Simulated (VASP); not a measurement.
A run of VASP 6.6.1:

The input INCAR:

```
  ALGO = Normal
  EDIFF = 1E-6
  ENCUT = 520
  GGA = PE
  ISIF = 2
  ISMEAR = 0
  LASPH = True
  LCHARG = False
  LREAL = False
  LWAVE = False
  NBANDS = 68
  NELM = 60
  PREC = Accurate
  SIGMA = 0.1
```

KPOINTS

```
k-points
0
Gamma
  6 6 1
```

POSCAR

```
Ir3Rh2
1.0
    2.7399671000      0.0000000000      0.0000000000
   -1.3699836000      2.3728811000      0.0000000000
    0.0000000000      0.0000000000     22.1164521000
Ir Rh
6 4
Direct
    0.3333333000      0.6666667000      0.7500000000
    0.3333333000      0.6666667000      0.1495550000
    0.3333333000      0.6666667000      0.3504450000
    0.6666667000      0.3333333000      0.8504450000
    0.6666667000      0.3333333000      0.2500000000
    0.6666667000      0.3333333000      0.6495550000
    0.3333333000      0.6666667000      0.9499670000
    0.3333333000      0.6666667000      0.5500330000
    0.6666667000      0.3333333000      0.0500330000
    0.6666667000      0.3333333000      0.4499670000
```

Potentials or basis: VASP PAW PBE potentials, release 64 (Ir, Rh_pv).

The run is started by

```console
$ cat potpaw_PBE.64/Ir/POTCAR potpaw_PBE.64/Rh_pv/POTCAR > POTCAR
$ mpirun -np 1 vasp_std > vasp.out
```

Hardware: 1 thread of Intel(R) Xeon(R) Platinum 8488C (Sapphire Rapids) (shared host).

Question: Estimate the wall time of this run.

Answer: Wall time 97 s on 1 thread of Intel(R) Xeon(R) Platinum 8488C (Sapphire Rapids) (shared host), peak memory 0.26 GiB. Counts: scf iterations 23, k points 7.
